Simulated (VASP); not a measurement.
Runs of VASP 6.6.1 on Ge. The structure is that of space group P6_422 (No. 181), or close to it. The cells are those of the table. 

```csv
task,cell,k mesh,cutoff (eV),gap on the mesh (eV),pressure (GPa),relaxed volume (Å³/atom)
relaxation of cell and atoms,"relaxed from a = 3.877, b = 3.877, c = 4.245 Å, angles 90.0, 90.0, 120.0°, 3 atoms",6 × 6 × 4,600,none,-0.2,21.78
relaxation of cell and atoms,"relaxed from a = 4.129, b = 4.129, c = 4.400 Å, angles 90.0, 90.0, 120.0°, 3 atoms",12 × 12 × 10,600,none,0.0,21.71
single point,"a = 4.127, b = 4.127, c = 4.413 Å, angles 90.0, 90.0, 120.0°, 3 atoms",12 × 12 × 10,520,none,0.0,-
single point,"a = 3.877, b = 3.877, c = 4.245 Å, angles 90.0, 90.0, 120.0°, 3 atoms",6 × 6 × 4,520,none,(a),-
single point,"a = 4.129, b = 4.129, c = 4.400 Å, angles 90.0, 90.0, 120.0°, 3 atoms",6 × 6 × 4,520,none,0.1,-
```

Alike in all rows: level PBE; potentials or basis VASP PAW PBE potentials, release 64 (Ge_d); no spin polarisation; smearing gaussian 0.1 eV.

**Question.** Estimate the missing entries.

**Answer.** (a) 14.7.

Caveats: some runs use coarse meshes; the volume moved by over 15 % at a fixed basis, so the end points are rough (some runs).

A k mesh can miss the band edges, and the runs leave out spin-orbit coupling on Ge.

A gap of «none» marks levels without a gap at the run's occupations.
